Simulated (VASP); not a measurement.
A run of VASP 6.6.1 is set up as follows.

Contents of INCAR:

```
SYSTEM = C
  ALGO = Normal
  EDIFF = 1E-7
  EDIFFG = -0.002
  ENCUT = 520
  GGA = PE
  GGA_COMPAT = .False.
  IBRION = 2
  ISIF = 2
  ISMEAR = 0
  LASPH = .True.
  LCHARG = .False.
  LREAL = .False.
  LWAVE = .False.
  NELM = 120
  NELMIN = 4
  NSW = 60
  PREC = Accurate
  SIGMA = 0.02
```

Contents of KPOINTS:

```
k-points
0
Gamma
  9 9 9
  0 0 0
```

POSCAR

```
C
1.0
    0.0198051387      1.7788210906      1.7788210906
    1.7788210906      0.0198051387      1.7788210906
    1.7788210906      1.7788210906      0.0198051387
C
2
Direct
    0.0001450983      0.0001450983      0.0001450983
    0.2498549017      0.2498549017      0.2498549017
```

Potentials or basis: VASP PAW PBE potentials, release 64 (C).

Command:

```bash
$ cat potpaw_PBE.64/C/POTCAR > POTCAR
$ mpirun -np 1 vasp_std > vasp.out
```

(1) What does it give for the energy gained by relaxing?

(2) Estimate the band gap on the k mesh.

Answers

(1) 0.0 meV/atom.

(2) 4.18 eV (least direct gap 5.30 eV).

Caveat: the cell differs from its parent crystal (strained cell); an odd mesh through Γ misses points on the zone boundary, where band edges can lie.
